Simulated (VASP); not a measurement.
Crystal: Mg.

```
CELL_PARAMETERS angstrom
3.20930 0.00000 0.00000
-1.60465 2.77934 0.00000
0.00000 0.00000 5.21030
ATOMIC_POSITIONS crystal
Mg 0.33333 0.66667 0.25000
Mg 0.66667 0.33333 0.75000
```

```yaml
Program: VASP 6.6.1
Task: relaxation of cell and atoms
Functional: PBEsol
Potentials_or_basis: VASP PAW PBE potentials, release 64 (Mg)
Cutoff: 600 eV
k_mesh: 9 × 9 × 5
Occupations: fermi-dirac, width 0.1 eV
Spin: no spin polarisation
```

At the start: pressure -1.1 GPa; volume 23.24 Å³/atom.

Question: Where does the relaxation end?

Answer: Over 3 steps the energy falls by 2.7 meV/atom and the volume is 22.50 Å³/atom (-3.2 %); space group P6_3/mmc (No. 194, to 0.05 Å).

The path:
```
step  energy change (eV)  largest force (eV/Å)  pressure (GPa)  volume (Å³)
   1              0.0000                0.0000           -1.14        46.47
   2             -0.0051                0.0000           -0.30        45.37
   3             -0.0054                0.0000           -0.01        45.01
```

Final structure:
```xyz
2
Lattice="3.1751 0.0000 0.0000 -1.5875 2.7497 0.0000 0.0000 0.0000 5.1554" Properties=species:S:1:pos:R:3 pbc="T T T"
Mg    0.0000    1.8331    1.2888
Mg    1.5875    0.9166    3.8665
```

Caveat: the PAW data sets were made with another functional, which shifts forces and pressure a little.
